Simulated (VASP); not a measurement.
Input of a VASP 6.6.1 run:

File INCAR:

```
SYSTEM = LiH
ALGO = Normal ; EDIFF = 1E-7
ENCUT = 520 ; GGA = PE
ISIF = 2 ; ISMEAR = 0
LASPH = .True. ; LCHARG = .True.
LELF = .True. ; LREAL = .False.
LVHAR = .True. ; LWAVE = .False.
NBANDS = 9 ; NELM = 80
PREC = Accurate ; SIGMA = 0.01
```

The input KPOINTS:

```
k-points
0
Gamma
  8 8 8
  0 0 0
```

File POSCAR:

```
LiH
1.0
    0.0000000000      2.0029948929      2.0029948929
    2.0029948929      0.0000000000      2.0029948929
    2.0029948929      2.0029948929      0.0000000000
Li H
1 1
Direct
    0.0000000000      0.0000000000      0.0000000000
    0.5000000000      0.5000000000      0.5000000000
```

Potentials or basis: VASP PAW PBE potentials, release 64 (Li_sv, H).

Run with:

```bash
$ cat potpaw_PBE.64/Li_sv/POTCAR potpaw_PBE.64/H/POTCAR > POTCAR
$ mpirun -np 1 vasp_std > vasp.out
```

Task: Predict the band gap on the k mesh.

Result: 2.98 eV.

 A k mesh can miss the band edges.
